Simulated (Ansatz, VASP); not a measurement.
## In in VASP and in Ansatz

```
CELL_PARAMETERS angstrom
1.70303 0.98324 8.20746
-1.70303 0.98324 8.20746
0.00000 -1.96649 8.20746
ATOMIC_POSITIONS crystal
In 0.00000 0.00000 0.00000
In 0.77801 0.77801 0.77801
In 0.22199 0.22199 0.22199
```

Change from the starting cell: equal xx and yy strain of +2 %, crystal datasets.

Alike in both runs: task electric field gradients; functional PBE; k mesh 14 × 14 × 14; occupations fermi-dirac, width 0.05 eV; no spin polarisation.

|  | VASP | Ansatz |
| --- | --- | --- |
| version | VASP 6.6.1 | Ansatz 0.2.0 |
| potentials or method | VASP PAW PBE potentials, release 64 (In_d), cutoff 520 eV | all-electron PAW with datasets made for the crystal, scalar-relativistic |

Ansatz gave:

| Item | Value |
| --- | --- |
| pressure (GPa) | 0.2 |
| traceless stress, the component that is largest in VASP (GPa) | 0.31 |
| size of Vzz on the site where it differs most (V/Å²) | 10.8 |

Q: Which values does VASP return?

A: Pressure (GPa): 0.1; traceless stress, the component that is largest in VASP (GPa): 0.31; size of Vzz on the site where it differs most (V/Å²): 10.4.

Ansatz ran all-electron here, and VASP with PAW potentials.
